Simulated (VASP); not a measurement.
# LuH2 (Fm-3m) in VASP: a series of runs, part 2 of 2

VASP 6.6.1. The steps go on from the part before.

**3. Single point, PBEsol**

This run uses another cell than the first one, of 9.32 Å³/atom, 1.035 times its volume.

File INCAR:

```
ALGO = Normal
EDIFF = 1E-7
ENCUT = 520
GGA = PS
ISIF = 2
ISMEAR = -1
LASPH = T
LCHARG = F
LREAL = F
LWAVE = F
NBANDS = 20
NELM = 60
PREC = Accurate
SIGMA = 0.1
```

File KPOINTS:

```
k-points
0
Gamma
  14 14 14
```

File POSCAR:

```
LuH2
1.0
    0.0000000000      2.4088426391      2.4088426391
    2.4088426391      0.0000000000      2.4088426391
    2.4088426391      2.4088426391      0.0000000000
Lu H
1 2
Direct
    0.0000000000      0.0000000000      0.0000000000
    0.2500000000      0.2500000000      0.2500000000
    0.7500000000      0.7500000000      0.7500000000
```

Potentials or basis: VASP PAW PBE potentials, release 64 (Lu, H).

Launch:

```sh
cat potpaw_PBE.64/Lu/POTCAR potpaw_PBE.64/H/POTCAR > POTCAR
mpirun -np 1 vasp_std > vasp.out
```

OUTCAR:

```text
EDIFF = 1E-7
   ENCUT = 520
   GGA = PS
   ISIF = 2
   ISMEAR = -1
   LASPH = T
   LREAL = F
   NELM = 60
   PREC = Accurate

 ion  position               nearest neighbor table
   1  0.000  0.000  0.000-   3 2.09   3 2.09   3 2.09   2 2.09   3 2.09   2 2.09   2 2.09   2 2.09

   2  0.250  0.250  0.250-   1 2.09   1 2.09   1 2.09   1 2.09
   3  0.750  0.750  0.750-   1 2.09   1 2.09   1 2.09   1 2.09

  LATTYP: Found a face centered cubic cell.
 ALAT       =     4.8176852782

  Lattice vectors:

 A1 = (   0.0000000000,   2.4088426391,   2.4088426391)
 A2 = (   2.4088426391,   0.0000000000,   2.4088426391)
 A3 = (   2.4088426391,   2.4088426391,   0.0000000000)

Analysis of symmetry for initial positions (statically):
=====================================================================
 Subroutine PRICEL returns:
 Original cell was already a primitive cell.

 Routine SETGRP: Setting up the symmetry group for a
 face centered cubic supercell.

 Subroutine GETGRP returns: Found 48 space group operations
 (whereof 48 operations were pure point group operations)
 out of a pool of 48 trial point group operations.

The static configuration has the point symmetry O_h .

Analysis of symmetry for dynamics (positions and initial velocities):
=====================================================================
 Subroutine PRICEL returns:
 Original cell was already a primitive cell.

 Routine SETGRP: Setting up the symmetry group for a
 face centered cubic supercell.

 Subroutine GETGRP returns: Found 48 space group operations
 (whereof 48 operations were pure point group operations)
 out of a pool of 48 trial point group operations.

The dynamic configuration has the point symmetry O_h .

 Subroutine INISYM returns: Found 48 space group operations
 (whereof 48 operations are pure point group operations),
 and found     1 'primitive' translations

----------------------------------------------------------------------------------------

                                     Primitive cell

  volume of cell :      27.9547

  direct lattice vectors                    reciprocal lattice vectors
     0.000000000  2.408842639  2.408842639    -0.207568561  0.207568561  0.207568561
     2.408842639  0.000000000  2.408842639     0.207568561 -0.207568561  0.207568561
     2.408842639  2.408842639  0.000000000     0.207568561  0.207568561 -0.207568561

  length of vectors
     3.406617930  3.406617930  3.406617930     0.359519294  0.359519294  0.359519294

  position of ions in fractional coordinates (direct lattice)
     0.000000000  0.000000000  0.000000000
     0.250000000  0.250000000  0.250000000
     0.750000000  0.750000000  0.750000000

  ion indices of the primitive-cell ions
   primitive index   ion index
                 1           1
                 2           2
                 3           3

----------------------------------------------------------------------------------------

 KPOINTS: k-points

Automatic generation of k-mesh.
 Grid dimensions read from file:
 generate k-points for:   14   14   14

 Generating k-lattice:

  Cartesian coordinates                     Fractional coordinates (reciprocal lattice)
    -0.014826326  0.014826326  0.014826326     0.071428571  0.000000000  0.000000000
     0.014826326 -0.014826326  0.014826326     0.000000000  0.071428571  0.000000000
     0.014826326  0.014826326 -0.014826326     0.000000000  0.000000000  0.071428571

  Length of vectors
     0.025679950  0.025679950  0.025679950

  Shift w.r.t. Gamma in fractional coordinates (k-lattice)
     0.000000000  0.000000000  0.000000000

 Subroutine IBZKPT returns following result:
 ===========================================

 Found    104 irreducible k-points:

 Following reciprocal coordinates:
            Coordinates               Weight
  0.000000  0.000000  0.000000      1.000000
  0.071429  0.000000  0.000000      8.000000
  0.142857  0.000000  0.000000      8.000000
  0.214286  0.000000  0.000000      8.000000
  0.285714  0.000000  0.000000      8.000000
  0.357143  0.000000  0.000000      8.000000
[... 16 lines left out ...]
  0.214286  0.142857  0.000000     24.000000
  0.285714  0.142857  0.000000     24.000000
 [... further k-points ...]
   k-points           NKPTS =    104   k-points in BZ     NKDIM =    104   number of bands    NBANDS=     20
   number of dos      NEDOS =    301   number of ions     NIONS =      3
   total plane-waves  NPLWV =  21952
   dimension x,y,z NGX =    28 NGY =   28 NGZ =   28
   dimension x,y,z NGXF=    56 NGYF=   56 NGZF=   56
   ions per type =               1   2
   NGX,Y,Z   is equivalent  to a cutoff of  13.66, 13.66, 13.66 a.u.
   NGXF,Y,Z  is equivalent  to a cutoff of  27.33, 27.33, 27.33 a.u.
 SYSTEM =  unknown system
   PREC   = accura    normal or accurate (medium, high low for compatibility)
   ISTART =      0    job   : 0-new  1-cont  2-samecut
   ICHARG =      2    charge: 1-file 2-atom 10-const
   ISPIN  =      1    spin polarized calculation?
   LNONCOLLINEAR =      F non collinear calculations
   LSORBIT =      F    spin-orbit coupling
   LASPH  =      T    aspherical Exc in radial PAW
   ENCUT  =  520.0 eV  38.22 Ry    6.18 a.u.   6.33  6.33  6.33*2*pi/ulx,y,z
   NELM   =     60;   NELMIN=  2; NELMDL= -5     # of ELM steps
   EDIFF  = 0.1E-06   stopping-criterion for ELM
   LREAL  =      F    real-space projection
   EDIFFG = 0.1E-05   stopping-criterion for IOM
   NSW    =      0    number of steps for IOM
   IBRION =     -1    ionic relax: 0-MD 1-quasi-New 2-CG
   NFREE  =      0    steps in history (QN), initial steepest desc. (CG)
   ISIF   =      2    stress and relaxation
   ISYM   =      2    0-nonsym 1-usesym 2-fastsym
   POTIM  = 0.5000    time-step for ionic-motion
   TEBEG  =    0.0;   TEEND  =   0.0 temperature during run
   PSTRESS=    0.0 pullay stress
   NELECT =      27.0000    total number of electrons
   NUPDOWN=      -1.0000    fix difference up-down
   EMIN   =  10.00;   EMAX   =-10.00  energy-range for DOS
   EFERMI =   0.00;   METHOD = LEGACY
   ISMEAR =    -1;   SIGMA  =   0.10  broadening in eV -4-tet -1-fermi 0-gaus
   EFERMI_NEDOS =   21; number of points for ismear=-14 and -15
   IALGO  =     38    algorithm
   IMIX   =      4    mixing-type and parameters
     AMIX     =   0.40;   BMIX     =  1.00
     AMIX_MAG =   1.60;   BMIX_MAG =  1.00
  volume/ion in A,a.u.               =       9.32        62.88
  Fermi-wavevector in a.u.,A,eV,Ry     =   1.618245  3.058040 35.629814  2.618717
  Thomas-Fermi vector in A             =   2.712539
   LORBIT       =      0    0 simple, 1 ext, 2 COOP (PROOUT), +10 PAW based schemes
   GGA     = PS    functional components
   LHFCALC =     F    Hartree Fock is set to
   AEXX    =    0.0000 exact exchange contribution
   IVDW    =     0    specifies the selected vdW correction
   LEPSILON=     F    determine dielectric tensor
   LRPA    =     F    only Hartree local field effects (RPA)
 non-spin polarized calculation
  energy-cutoff  :      520.00
  volume of cell :       27.95
 maximum number of plane-waves:       769
 NGX is ok and might be reduce to    28
   NGX = 13   NGY = 13   NGZ = 13

 number of electron      27.0000006 magnetization

 Free energy of the ion-electron system (eV)
  ---------------------------------------------------
  ext. energy  EPLUGINS =         0.00000000
  ---------------------------------------------------
  free energy    TOTEN  =       -13.62667727 eV

  energy without entropy =      -13.60780288  energy(sigma->0) =      -13.61724008

 E-fermi :   2.9656     XC(G=0): -11.8519

 val. band max:        2.9251703861   @ k =   0.0000   0.0000   0.0000
 cond. band min:       2.9793195151   @ k =   0.4286   0.2143   0.0000
 fundamental gap:      0.0541491290
 Fermi energy:         2.9655791574

 k-point     1 :       0.0000    0.0000    0.0000
  band No.  band energies     occupation
      1     -52.7290      2.00000
      2     -23.1846      2.00000
      3     -23.1846      2.00000
      4     -23.1846      2.00000
      5      -6.7771      2.00000
      6      -2.0063      2.00000
[... 12 lines left out ...]
     19      14.0262      0.00000
     20      16.3082      0.00000

 k-point     2 :       0.0714    0.0000    0.0000
  band No.  band energies     occupation
      1     -52.7269      2.00000
      2     -23.2223      2.00000
      3     -23.1889      2.00000
      4     -23.1889      2.00000
      5      -6.6359      2.00000
      6      -2.0126      2.00000
[... 498 lines left out ...]
 k-point    24 :       0.2857    0.1429    0.0000
  band No.  band energies     occupation
      1     -52.7045      2.00000
      2     -23.5501      2.00000
      3     -23.2724      2.00000
      4     -23.2697      2.00000
      5      -4.9544      2.00000
      6      -2.1107      2.00000
[... 12 lines left out ...]
     19      12.6127      0.00000
     20      15.0603      0.00000

 [... further k-points ...]
[... 5 lines left out ...]
  --------------------------------------------------------------------------------------
  -------------------------------------------------------------------------------------
  Total        1.8119725      1.8119725      1.8119725      0.0000000      0.0000000      0.0000000
  in kB      103.8500966    103.8500966    103.8500966      0.0000000      0.0000000      0.0000000
  external PRESSURE =     103.8500966 kB  Pullay stress =       0.0000000 kB

 VOLUME and BASIS-vectors are now :
 -----------------------------------------------------------------------------
  energy-cutoff  :      520.00
  volume of cell :       27.95
      direct lattice vectors                 reciprocal lattice vectors
     0.000000000  2.408842639  2.408842639    -0.207568561  0.207568561  0.207568561
     2.408842639  0.000000000  2.408842639     0.207568561 -0.207568561  0.207568561
     2.408842639  2.408842639  0.000000000     0.207568561  0.207568561 -0.207568561

 POSITION                                       TOTAL-FORCE (eV/Angst)
 -----------------------------------------------------------------------------------
      0.00000      0.00000      0.00000        -0.000000     -0.000000      0.000000
      1.20442      1.20442      1.20442         0.000000      0.000000     -0.000000
      3.61326      3.61326      3.61326        -0.000000     -0.000000     -0.000000
 -----------------------------------------------------------------------------------
    total drift:                               -0.000000     -0.000000      0.000000

  FREE ENERGIE OF THE ION-ELECTRON SYSTEM (eV)
  ---------------------------------------------------
  free  energy   TOTEN  =       -13.6266772686 eV

  energy  without entropy=      -13.6078028819  energy(sigma->0) =      -13.61724008
```

stdout:

```text
POSCAR found type information on POSCAR LuH
 POSCAR found :  2 types and       3 ions
 scaLAPACK will be used
 -----------------------------------------------------------------------------
|                                                                             |
|                                                                             |
|     You enforced a specific xc type in the INCAR file but a different       |
|     I HOPE YOU KNOW WHAT YOU ARE DOING!                                     |
|                                                                             |
 -----------------------------------------------------------------------------

 LDA part: xc-table for (Slater+PW92), standard interpolation
 POSCAR, INCAR and KPOINTS ok, starting setup
 FFT: planning ... GRIDC
 FFT: planning ... GRID_SOFT
 FFT: planning ... GRID
 WAVECAR not read
 entering main loop
```

Wall time 35 s (1 thread of AMD EPYC 9R45 (Zen 5), shared host); peak memory 0.19 GiB.

Results:

- Free energy: -13.6267 eV
- Pressure: 10.4 GPa

Caveat: the PAW data sets were made with another functional, which shifts forces and pressure a little; spin-orbit coupling is left out, which moves the levels of the heavy elements.
